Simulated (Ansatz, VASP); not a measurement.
One calculation of Al6H, two programs

The input INCAR:

```
PREC = Accurate
ENCUT = 520
EDIFF = 1E-6
ISMEAR = 0
SIGMA = 0.1
LREAL = F
LASPH = T
NELM = 60
ALGO = Normal
ISIF = 2
LWAVE = F
LCHARG = F
LDIPOL = T
IDIPOL = 3
DIPOL = 0.5 0.5 0.300
GGA = PE
NBANDS = 32
```

File KPOINTS:

```
regular mesh
0
Gamma
  6 6 1
```

The input POSCAR:

```
Al6H
1.0
    5.7143028096      0.0000000000      0.0000000000
   -2.8571514048      4.9487313980      0.0000000000
    0.0000000000      0.0000000000     22.6016424997
Al H
12 2
Direct
    0.3333333333      0.1666666667      0.1769782882
    0.3333333333      0.6666666667      0.1769782882
    0.8333333333      0.1666666667      0.1769782882
    0.8333333333      0.6666666667      0.1769782882
    0.1666666667      0.3333333333      0.2787817902
    0.1666666667      0.8333333333      0.2787817902
    0.6666666667      0.3333333333      0.2787817902
    0.6666666667      0.8333333333      0.2787817902
    0.0000000000      0.0000000000      0.3805759913
    0.0000000000      0.5000000000      0.3805759913
    0.5000000000      0.0000000000      0.3805759913
    0.5000000000      0.5000000000      0.3805759913
    0.2529210739      0.1666666667      0.4288025748
    0.4137455928      0.1666666667      0.4288025748
```

Input for Ansatz:

```yaml
crystal:
  lattice:
    - [5.7143028096, 0.0, 0.0]
    - [-2.8571514048, 4.948731398, 0.0]
    - [0.0, 0.0, 22.6016424997]
  atoms:
    - { symbol: Al, position: [0.3333333333, 0.1666666667, 0.1769782882] }
    - { symbol: Al, position: [0.3333333333, 0.6666666667, 0.1769782882] }
    - { symbol: Al, position: [0.8333333333, 0.1666666667, 0.1769782882] }
    - { symbol: Al, position: [0.8333333333, 0.6666666667, 0.1769782882] }
    - { symbol: Al, position: [0.1666666667, 0.3333333333, 0.2787817902] }
    - { symbol: Al, position: [0.1666666667, 0.8333333333, 0.2787817902] }
    - { symbol: Al, position: [0.6666666667, 0.3333333333, 0.2787817902] }
    - { symbol: Al, position: [0.6666666667, 0.8333333333, 0.2787817902] }
    - { symbol: Al, position: [0.0, 0.0, 0.3805759913] }
    - { symbol: Al, position: [0.0, 0.5, 0.3805759913] }
    - { symbol: Al, position: [0.5, 0.0, 0.3805759913] }
    - { symbol: Al, position: [0.5, 0.5, 0.3805759913] }
    - { symbol: H, position: [0.2529210739, 0.1666666667, 0.4288025748] }
    - { symbol: H, position: [0.4137455928, 0.1666666667, 0.4288025748] }
basis:
  ecutwfc: 420
kpoints:
  mp_grid: { grid: [6, 6, 1] }
hamiltonian:
  xc: pbe
scf:
  occupations: { method: gaussian, width: 0.1 }
output:
  forces: true
  eigenvalues: true
efield:
  axis: 3
  dipole_correction: true
  ramp_width: 0.04
```

Alike in both runs: task single point; functional PBE; k mesh 6 × 6 × 1; occupations gaussian, width 0.1 eV; no spin polarisation.

|  | VASP | Ansatz |
| --- | --- | --- |
| version | VASP 6.6.1 | Ansatz 0.2.0 |
| potentials or method | VASP PAW PBE potentials, release 64 (Al, H), cutoff 520 eV | scalar-relativistic, plane waves, PAW |
| valence electrons in the cell | 38 | 38 |

```csv
,VASP,Ansatz,Ansatz less VASP
gap on the k mesh at the Fermi level (eV),none,none,-
rms of the force components (eV/Å),0.553,0.554,+0.0006
```

Atom by atom the forces differ by 0.001 eV/Å (rms over components). A gap of «none» marks a metal or a gap that the smearing closes.
